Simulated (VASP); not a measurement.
# BeTe (F-43m) in VASP: further runs, part 2 of 2

VASP 6.6.1. Earlier steps stand in the parts before.

**3. Single point, PBE**

INCAR reads:

```
SYSTEM = BeTe
PREC     = Accurate       ! precision mode
ENCUT    = 520            ! plane-wave cutoff, eV
EDIFF    = 1E-6           ! SCF threshold, eV
ISMEAR   = -1             ! smearing method
SIGMA    = 0.025          ! smearing width, eV
LREAL    = .FALSE.        ! projectors in reciprocal space
LASPH    = .TRUE.         ! aspherical terms in the spheres
NELM     = 60             ! most SCF steps
ALGO     = Normal         ! electronic algorithm
ISIF     = 2              ! what is computed and relaxed
LWAVE    = .FALSE.        ! write WAVECAR
LCHARG   = .FALSE.        ! write CHGCAR
GGA      = PE             ! functional
NBANDS   = 11             ! bands
```

KPOINTS reads:

```
regular mesh
0
G
  10 10 10
  0 0 0
```

POSCAR reads:

```
BeTe
1.0
    0.0000000000      2.8324841857      2.8324841857
    2.8324841857      0.0000000000      2.8324841857
    2.8324841857      2.8324841857      0.0000000000
Be Te
1 1
Direct
    0.0000000000      0.0000000000      0.0000000000
    0.7500000000      0.7500000000      0.7500000000
```

Potentials or basis: VASP PAW PBE potentials, release 64 (Be, Te).

Command:

```console
$ cat potpaw_PBE.64/Be/POTCAR potpaw_PBE.64/Te/POTCAR > POTCAR
$ mpirun -np 1 vasp_std > vasp.out
```

OUTCAR:

```text
SYSTEM = BeTe
   PREC = Accurate
   ENCUT = 520
   EDIFF = 1E-6
   ISMEAR = -1
   LREAL = .FALSE.
   LASPH = .TRUE.
   NELM = 60
   ISIF = 2
   GGA = PE

 ion  position               nearest neighbor table
   1  0.000  0.000  0.000-   2 2.45   2 2.45   2 2.45   2 2.45
   2  0.750  0.750  0.750-   1 2.45   1 2.45   1 2.45   1 2.45

  LATTYP: Found a face centered cubic cell.
 ALAT       =     5.6649683714

  Lattice vectors:

 A1 = (   0.0000000000,   2.8324841857,   2.8324841857)
 A2 = (   2.8324841857,   0.0000000000,   2.8324841857)
 A3 = (   2.8324841857,   2.8324841857,   0.0000000000)

Analysis of symmetry for initial positions (statically):
=====================================================================
 Subroutine PRICEL returns:
 Original cell was already a primitive cell.

 Routine SETGRP: Setting up the symmetry group for a
 face centered cubic supercell.

 Subroutine GETGRP returns: Found 24 space group operations
 (whereof 24 operations were pure point group operations)
 out of a pool of 48 trial point group operations.

The static configuration has the point symmetry T_d .

Analysis of symmetry for dynamics (positions and initial velocities):
=====================================================================
 Subroutine PRICEL returns:
 Original cell was already a primitive cell.

 Routine SETGRP: Setting up the symmetry group for a
 face centered cubic supercell.

 Subroutine GETGRP returns: Found 24 space group operations
 (whereof 24 operations were pure point group operations)
 out of a pool of 48 trial point group operations.

The dynamic configuration has the point symmetry T_d .

 Subroutine INISYM returns: Found 24 space group operations
 (whereof 24 operations are pure point group operations),
 and found     1 'primitive' translations

[... 119 lines left out ...]
   GGA     = PE    functional components
   LHFCALC =     F    Hartree Fock is set to
   AEXX    =    0.0000 exact exchange contribution
   IVDW    =     0    specifies the selected vdW correction
   LEPSILON=     F    determine dielectric tensor
   LRPA    =     F    only Hartree local field effects (RPA)
 non-spin polarized calculation
  energy-cutoff  :      520.00
  volume of cell :       45.45
 maximum number of plane-waves:      1243
 NGX is ok and might be reduce to    30
   NGX = 15   NGY = 15   NGZ = 15

 number of electron       8.0000001 magnetization

 Free energy of the ion-electron system (eV)
  ---------------------------------------------------
  ext. energy  EPLUGINS =         0.00000000
  ---------------------------------------------------
  free energy    TOTEN  =        -7.62504577 eV

  energy without entropy =       -7.62504577  energy(sigma->0) =       -7.62504577

 E-fermi :   5.3879     XC(G=0):  -8.9868

 val. band max:        4.9015415681   @ k =   0.0000   0.0000   0.0000
 cond. band min:       6.9177283792   @ k =   0.5000   0.5000   0.0000
 fundamental gap:      2.0161868112
 Fermi energy:         5.3878634765

 k-point     1 :       0.0000    0.0000    0.0000
  band No.  band energies     occupation
      1      -7.2813      2.00000
      2       4.9015      2.00000
      3       4.9015      2.00000
      4       4.9015      2.00000
      5       8.5257      0.00000
      6       8.5257      0.00000
      7       8.5257      0.00000
      8       8.5957      0.00000
      9      13.1920      0.00000
     10      15.1098      0.00000
     11      15.1098      0.00000
[... 309 lines left out ...]
 k-point    24 :       0.4000    0.3000    0.0000
  band No.  band energies     occupation
      1      -5.9751      2.00000
      2       0.7097      2.00000
      3       2.4673      2.00000
      4       2.7316      2.00000
      5       7.4247      0.00000
      6       8.6000      0.00000
      7      12.3749      0.00000
      8      12.5755      0.00000
      9      15.4525      0.00000
     10      16.6901      0.00000
     11      17.0839      0.00000

 [... further k-points ...]

------------------------ aborting loop because EDIFF is reached ----------------------------------------

  FORCE on cell =-STRESS in cart. coord.  units (eV):
  Direction    XX          YY          ZZ          XY          YZ          ZX
  --------------------------------------------------------------------------------------
  -------------------------------------------------------------------------------------
  Total        0.0279700      0.0279700      0.0279700      0.0000000      0.0000000      0.0000000
  in kB        0.9859851      0.9859851      0.9859851      0.0000000      0.0000000      0.0000000
  external PRESSURE =       0.9859851 kB  Pullay stress =       0.0000000 kB

 VOLUME and BASIS-vectors are now :
 -----------------------------------------------------------------------------
  energy-cutoff  :      520.00
  volume of cell :       45.45
      direct lattice vectors                 reciprocal lattice vectors
     0.000000000  2.832484186  2.832484186    -0.176523492  0.176523492  0.176523492
     2.832484186  0.000000000  2.832484186     0.176523492 -0.176523492  0.176523492
     2.832484186  2.832484186  0.000000000     0.176523492  0.176523492 -0.176523492

 POSITION                                       TOTAL-FORCE (eV/Angst)
 -----------------------------------------------------------------------------------
      0.00000      0.00000      0.00000         0.000000      0.000000      0.000000
      4.24873      4.24873      4.24873        -0.000000     -0.000000     -0.000000
 -----------------------------------------------------------------------------------
    total drift:                               -0.000000     -0.000000     -0.000000

  FREE ENERGIE OF THE ION-ELECTRON SYSTEM (eV)
  ---------------------------------------------------
  free  energy   TOTEN  =        -7.6250457735 eV

  energy  without entropy=       -7.6250457735  energy(sigma->0) =       -7.62504577
```

stdout:

```text
POSCAR found type information on POSCAR BeTe
 POSCAR found :  2 types and       2 ions
 scaLAPACK will be used
 LDA part: xc-table for (Slater+PW92), standard interpolation
 POSCAR, INCAR and KPOINTS ok, starting setup
 FFT: planning ... GRIDC
 FFT: planning ... GRID_SOFT
 FFT: planning ... GRID
 WAVECAR not read
 entering main loop
```

It took 47 s on 1 thread of AMD EPYC 7R13, shared host; peak memory 0.15 GiB.

Results:

```
Free energy            : -7.6250 eV
Pressure               : 0.1 GPa
Band gap on the k mesh : 2.02 eV, indirect (least direct gap 3.62 eV)
```

Levels at points of the mesh, in eV from the valence-band top:
| k point | band 1 | band 2 | band 3 | band 4 | band 5 | band 6 | band 7 | band 8 | band 9 |
| --- | --- | --- | --- | --- | --- | --- | --- | --- | --- |
| (0.00, 0.00, 0.00) | -12.18 | 0.00 | 0.00 | 0.00 | 3.62 | 3.62 | 3.62 | 3.69 | 8.29 |
| (0.50, 0.00, 0.00) | -10.88 | -5.43 | -1.10 | -1.10 | 3.03 | 4.60 | 4.60 | 7.82 | 10.86 |
| (0.50, 0.50, 0.00) | -10.41 | -5.02 | -2.58 | -2.58 | 2.02 | 2.69 | 9.59 | 9.59 | 11.45 |

Caveat: spin-orbit coupling is left out, which moves the levels of the heavy elements. A k mesh can miss the band edges.
